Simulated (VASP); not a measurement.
Wanted: the native input for a VASP 6.6.1 run.

* Task: single point
* Functional: PBEsol
* Potentials or basis: VASP PAW PBE potentials, release 64 (N, Ga_d)
* Cutoff: 520 eV
* k mesh: 8 × 8 × 1
* Occupations: gaussian, width 0.05 eV
* Spin: no spin polarisation
* Dipole correction: yes
* Further INCAR settings: ALGO = Normal; EDIFF = 1e-06; NBANDS = 58

The structure of Ga5N6 lies in POSCAR:

```
Ga5N6
1.0
    3.1807290383      0.0000000000      0.0000000000
    0.0000000000      3.1807290383      0.0000000000
    0.0000000000      0.0000000000     26.2455753606
N Ga
6 5
Direct
    0.0000000000      0.5000000000      0.2857624532
    0.5000000000      0.0000000000      0.3714574719
    0.0000000000      0.5000000000      0.4571524906
    0.5000000000      0.0000000000      0.5428475094
    0.0000000000      0.5000000000      0.6285425281
    0.5000000000      0.0000000000      0.7142375468
    0.5000000000      0.5000000000      0.3286099625
    0.0000000000      0.0000000000      0.4143049813
    0.5000000000      0.5000000000      0.5000000000
    0.0000000000      0.0000000000      0.5856950187
    0.5000000000      0.5000000000      0.6713900375
```

These files were run (other wordings do the same):

INCAR

```
PREC = Accurate
ENCUT = 520
EDIFF = 1E-6
ISMEAR = 0
SIGMA = 0.05
LREAL = F
LASPH = T
NELM = 60
ALGO = Normal
ISIF = 2
LWAVE = F
LCHARG = T
LDIPOL = T
IDIPOL = 3
DIPOL = 0.5 0.5 0.500
GGA = PS
LELF = T
LVHAR = T
LVACPOTAV = T
NBANDS = 58
```

KPOINTS

```
regular mesh
0
Gamma
  8 8 1
```

Potentials or basis: VASP PAW PBE potentials, release 64 (N, Ga_d).

Command:

```console
$ cat potpaw_PBE.64/N/POTCAR potpaw_PBE.64/Ga_d/POTCAR > POTCAR
$ mpirun -np 1 vasp_std > vasp.out
```

Results of the run:

```json
{
 "Largest force": "1.740 eV/Å"
}
```

Caveat: the PAW data sets were made with another functional, which shifts forces and pressure a little.

It took 6.8 min on 1 thread of Intel(R) Xeon(R) Platinum 8488C (Sapphire Rapids), with other jobs on the host, peak memory 0.42 GiB.
